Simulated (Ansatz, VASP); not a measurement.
**Al3BAs4: VASP beside Ansatz**

Contents of INCAR:

```
SYSTEM = Al3BAs4
PREC     = Accurate       ! precision mode
ENCUT    = 600            ! plane-wave cutoff, eV
EDIFF    = 1E-7           ! SCF threshold, eV
ISMEAR   = 0              ! smearing method
SIGMA    = 0.1            ! smearing width, eV
LREAL    = .False.        ! projectors in reciprocal space
LASPH    = .True.         ! aspherical terms in the spheres
NELM     = 60             ! most SCF steps
ALGO     = Normal         ! electronic algorithm
ISIF     = 3              ! what is computed and relaxed
LWAVE    = .False.        ! write WAVECAR
LCHARG   = .False.        ! write CHGCAR
GGA      = PE             ! functional
IBRION   = 2              ! ionic algorithm
NSW      = 90             ! ionic steps
EDIFFG   = -0.04          ! ionic threshold
```

KPOINTS

```
regular mesh
0
Gamma
  6 6 2
  0 0 0
```

POSCAR

```
Al3BAs4
1.0
    3.7495469700      0.0000000000      0.0000000000
   -1.8747734900      3.2472029300      0.0000000000
    0.0000000000      0.0000000000     12.3245179400
Al B As
3 1 4
Direct
    0.3333333300      0.6666666700      0.5003415000
    0.6666666700      0.3333333300      0.2503415000
    0.6666666700      0.3333333300      0.7503415000
    0.3333333300      0.6666666700      0.0003415000
    0.3333333300      0.6666666700      0.1876585000
    0.3333333300      0.6666666700      0.6876585000
    0.6666666700      0.3333333300      0.4376585000
    0.6666666700      0.3333333300      0.9376585000
```

Input for Ansatz:

```yaml
crystal:
  lattice:
    - [3.74954697, 0.0, 0.0]
    - [-1.87477349, 3.24720293, 0.0]
    - [0.0, 0.0, 12.32451794]
  atoms:
    - { symbol: Al, position: [0.33333333, 0.66666667, 0.5003415] }
    - { symbol: Al, position: [0.66666667, 0.33333333, 0.2503415] }
    - { symbol: Al, position: [0.66666667, 0.33333333, 0.7503415] }
    - { symbol: B, position: [0.33333333, 0.66666667, 0.0003415] }
    - { symbol: As, position: [0.33333333, 0.66666667, 0.1876585] }
    - { symbol: As, position: [0.33333333, 0.66666667, 0.6876585] }
    - { symbol: As, position: [0.66666667, 0.33333333, 0.4376585] }
    - { symbol: As, position: [0.66666667, 0.33333333, 0.9376585] }
basis:
  ecutwfc: 420
kpoints:
  mp_grid: { grid: [6, 6, 2] }
hamiltonian:
  xc: pbe
scf:
  occupations: { method: gaussian, width: 0.1 }
  lower_state_search: "off"
output:
  forces: true
  stress: true
  eigenvalues: true
relax:
  adjacent_minimum: "off"
  f_tol: 0.04
  max_steps: 70
  cell: { stress_tol: 0.4 }
```

Alike in both runs: task relaxation of cell and atoms; functional PBE; k mesh 6 × 6 × 2; occupations gaussian, width 0.1 eV; no spin polarisation.

|  | VASP | Ansatz |
| --- | --- | --- |
| version | VASP 6.6.1 | Ansatz 0.2.0 |
| potentials or method | VASP PAW PBE potentials, release 64 (Al, B, As), cutoff 600 eV | scalar-relativistic, plane waves, PAW |
| valence electrons in the cell | 32 | 72 |

VASP gave:

- gap on the k mesh at the Fermi level, each at its own relaxed structure (eV): 0.13
- relaxed volume (Å³/atom): 21.20
- relaxed length of the cell vector where the two differ most in proportion (Å): 12.966

Problem. What did Ansatz give for the same quantities?

Solution. gap on the k mesh at the Fermi level, each at its own relaxed structure (eV): 0.15; relaxed volume (Å³/atom): 21.12; relaxed length of the cell vector where the two differ most in proportion (Å): 12.940.

VASP's potentials hold 32 valence electrons a cell and Ansatz's 72, so a difference there can come from the potentials and not from the codes.
